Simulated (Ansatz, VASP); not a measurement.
Two plane-wave programs on TiAl

INCAR

```
SYSTEM = TiAl
PREC = Accurate ; ENCUT = 520
EDIFF = 1E-6 ; ISMEAR = -1
SIGMA = 0.05 ; LREAL = .FALSE.
LASPH = .TRUE. ; NELM = 80
ALGO = Normal ; ISIF = 2
LWAVE = .FALSE. ; LCHARG = .TRUE.
GGA = CA ; LELF = .TRUE.
LVHAR = .TRUE. ; NBANDS = 14
```

Contents of KPOINTS:

```
Automatic mesh
0
G
  8 8 8
  0 0 0
```

POSCAR

```
TiAl
1.0
    3.2001180175      0.0000000000      0.0000000000
    0.0000000000      3.2001180175      0.0000000000
    0.0000000000      0.0000000000      3.2001180175
Ti Al
1 1
Direct
    0.0000000000      0.0000000000      0.0000000000
    0.5000000000      0.5000000000      0.5000000000
```

input.yaml

```yaml
crystal:
  lattice:
    - [3.2001180175, 0.0, 0.0]
    - [0.0, 3.2001180175, 0.0]
    - [0.0, 0.0, 3.2001180175]
  atoms:
    - { symbol: Ti, position: [0.0, 0.0, 0.0] }
    - { symbol: Al, position: [0.5, 0.5, 0.5] }
hamiltonian:
  xc: lda
  pseudopotentials: { kind: paw }
kpoints:
  mp_grid: { grid: [8, 8, 8] }
scf:
  occupations: { method: fermi_dirac, width: 0.05 }
output:
  forces: true
  stress: true
  eigenvalues: true
  write_density: true
  write_potential: true
  elf: true
  volumetric_format: npy
```

Alike in both runs: task single point; functional LDA; k mesh 8 × 8 × 8; occupations fermi-dirac, width 0.05 eV; no spin polarisation.

```csv
,VASP,Ansatz
version,VASP 6.6.1,Ansatz 0.2.0
potentials or method,"VASP PAW LDA potentials, release 64 (Ti_sv, Al)",Ansatz PAW
plane-wave cutoff (eV),520,420
valence electrons in the cell,15,15
```

VASP gave:

- gap on the k mesh at the Fermi level (eV): none
- pressure (GPa): -7.6

Problem. Estimate Ansatz's values.

Solution. gap on the k mesh at the Fermi level (eV): none; pressure (GPa): -7.7.

LDA's correlation is that of Perdew and Zunger in VASP and of Perdew and Wang (1992) in Ansatz. A gap of «none» marks a metal or a gap that the smearing closes.
